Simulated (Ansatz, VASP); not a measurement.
## One calculation of SiC, two programs

```xyz
12
Lattice="3.1053 0.0000 0.0000 -1.5526 2.6893 0.0000 0.0000 0.0000 15.2204" Properties=species:S:1:pos:R:3 pbc="T T T"
Si    0.0000    0.0000    1.9033
Si    0.0000    0.0000    9.5135
Si    0.0000    1.7928    4.4417
Si    1.5526    0.8964   12.0519
Si    0.0000    1.7928   14.5859
Si    1.5526    0.8964    6.9757
C     0.0000    0.0000   -0.0050
C     0.0000    0.0000    7.6052
C     0.0000    1.7928    2.5393
C     1.5526    0.8964   10.1495
C     0.0000    1.7928   12.6832
C     1.5526    0.8964    5.0730
```

Change from the starting cell: volume scaled by 1.01, ions relaxed.

Alike in both runs: task relaxation of the atoms; functional PBE; k mesh 10 × 10 × 2; occupations fermi-dirac, width 0.02 eV; no spin polarisation.

```csv
,VASP,Ansatz
version,VASP 6.6.1,Ansatz 0.2.0
potentials or method,"VASP PAW PBE potentials, release 64 (Si, C)","plane-wave PAW, scalar-relativistic"
plane-wave cutoff (eV),520,420
valence electrons in the cell,48,48
```

```tsv
	VASP	Ansatz	Ansatz less VASP
gap on the k mesh at the Fermi level, each at its own relaxed structure (eV)	2.03	2.04	+0.001
```

Ansatz's warnings: stress scf threshold loose.

Noted on VASP's run: the relaxation stopped at its first step, so nothing moved.
